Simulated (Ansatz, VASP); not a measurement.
# Na: VASP beside Ansatz

File INCAR:

```
SYSTEM = Na
  ALGO = Normal
  EDIFF = 1E-7
  ENCUT = 520
  GGA = PE
  ISIF = 2
  ISMEAR = 0
  LASPH = .True.
  LCHARG = .False.
  LREAL = .False.
  LWAVE = .False.
  NBANDS = 14
  NELM = 100
  PREC = Accurate
  SIGMA = 0.1
```

The input KPOINTS:

```
k-points
0
Gamma
  15 15 8
  0 0 0
```

Contents of POSCAR:

```
Na
1.0
    3.7670000000      0.0000000000      0.0000000000
   -1.8835000000      3.2623176961      0.0000000000
    0.0000000000      0.0000000000      6.1540000000
Na
2
Direct
    0.3333333333      0.6666666667      0.2500000000
    0.6666666667      0.3333333333      0.7500000000
```

Input for Ansatz:

```yaml
crystal:
  lattice:
    - [3.767, 0.0, 0.0]
    - [-1.8835, 3.2623176961, 0.0]
    - [0.0, 0.0, 6.154]
  atoms:
    - { symbol: Na, position: [0.3333333333, 0.6666666667, 0.25] }
    - { symbol: Na, position: [0.6666666667, 0.3333333333, 0.75] }
basis:
  ecutwfc: 420
kpoints:
  mp_grid: { grid: [15, 15, 8] }
hamiltonian:
  xc: pbe
scf:
  occupations: { method: gaussian, width: 0.1 }
output:
  forces: true
  stress: true
  eigenvalues: true
  populations: true
```

Alike in both runs: task single point; functional PBE; k mesh 15 × 15 × 8; occupations gaussian, width 0.1 eV; no spin polarisation.

```csv
,VASP,Ansatz
version,VASP 6.6.1,Ansatz 0.2.0
potentials or method,"VASP PAW PBE potentials, release 64 (Na_pv), cutoff 520 eV","scalar-relativistic, plane waves, PAW"
valence electrons in the cell,14,18
```

```tsv
	VASP	Ansatz	Ansatz less VASP
gap on the k mesh at the Fermi level (eV)	none	none	-
pressure (GPa)	-0.2	-0.1	0.00
```

A gap of «none» marks a metal or a gap that the smearing closes. With one functional, cell and mesh, what is left measures potentials, basis and numerics. VASP's potentials hold 14 valence electrons a cell and Ansatz's 18, so a difference there can come from the potentials and not from the codes.
